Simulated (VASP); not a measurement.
Wanted: the native input for a VASP 6.6.1 run.

```
Task                   : single point
Functional             : LDA
Potentials or basis    : VASP PAW LDA potentials, release 64 (Ga_d, Sb)
Cutoff                 : 500 eV
k mesh                 : 6 × 6 × 6
Occupations            : methfessel-paxton, width 0.0388 eV
Spin                   : no spin polarisation
Dipole correction      : no
Further INCAR settings : ALGO = Normal; EDIFF = 1e-06; NBANDS = 16
```

The structure of GaSb lies in POSCAR:

```
GaSb
1.0
    0.0000000000      2.9965539066      2.9965539066
    2.9965539066      0.0000000000      2.9965539066
    2.9965539066      2.9965539066      0.0000000000
Ga Sb
1 1
Direct
    0.0000000000      0.0000000000      0.0000000000
    0.2500000000      0.2500000000      0.2500000000
```

The input as run:

INCAR

```
SYSTEM = GaSb
PREC = Accurate ; ENCUT = 500
EDIFF = 1E-6 ; ISMEAR = 1
SIGMA = 0.0388 ; LREAL = .False.
LASPH = .True. ; NELM = 120
ALGO = Normal ; ISIF = 2
LWAVE = .False. ; LCHARG = .False.
NBANDS = 16 ; GGA_COMPAT = .False.
```

KPOINTS

```
Automatic mesh
0
Gamma
  6 6 6
  0 0 0
```

Potentials or basis: VASP PAW LDA potentials, release 64 (Ga_d, Sb).

Launch:

```sh
$ cat potpaw_LDA.64/Ga_d/POTCAR potpaw_LDA.64/Sb/POTCAR > POTCAR
$ mpirun -np 1 vasp_std > vasp.out
```

It gave:

The pressure is 1.8 GPa. The band gap on the k mesh is 0.32 eV, direct.

Caveat: spin-orbit coupling is left out, which moves the levels of the heavy elements.

It took 6.8 s on 1 thread of Intel(R) Xeon(R) Platinum 8488C (Sapphire Rapids) (shared host), peak memory 0.15 GiB.
